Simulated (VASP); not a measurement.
Wanted: the native input for a VASP 6.6.1 run.

* Task: single point
* Functional: PBE
* Potentials or basis: VASP PAW PBE potentials, release 64 (Al, N)
* Cutoff: 520 eV
* k mesh: 10 × 10 × 10
* Occupations: gaussian, width 0.05 eV
* Spin: no spin polarisation
* Dipole correction: no
* Further INCAR settings: ALGO = Normal; EDIFF = 1e-06; NBANDS = 11

The structure of AlN lies in POSCAR:

```
AlN
1.0
   -0.0809723037      1.9952406120      1.9952406120
    1.9952406120     -0.0809723037      1.9952406120
    1.9952406120      1.9952406120     -0.0809723037
Al N
1 1
Direct
    0.5000000000      0.5000000000      0.5000000000
    0.0000000000      0.0000000000      0.0000000000
```

One way to write it, as run:

INCAR

```
  PREC = Accurate
  ENCUT = 520
  EDIFF = 1E-6
  ISMEAR = 0
  SIGMA = 0.05
  LREAL = False
  LASPH = True
  NELM = 60
  ALGO = Normal
  ISIF = 2
  LWAVE = False
  LCHARG = False
  GGA = PE
  NBANDS = 11
```

KPOINTS

```
Automatic mesh
0
Gamma
  10 10 10
```

Potentials or basis: VASP PAW PBE potentials, release 64 (Al, N).

The run is started by

```console
$ cat potpaw_PBE.64/Al/POTCAR potpaw_PBE.64/N/POTCAR > POTCAR
$ mpirun -np 1 vasp_std > vasp.out
```

It gave:

The pressure is 0.1 GPa and the band gap on the k mesh is 3.57 eV, indirect (least direct gap 4.74 eV).

It took 36 s on 1 thread of AMD EPYC 7R43 64-Core Processor (Zen 3), with other jobs on the host, peak memory 0.11 GiB.
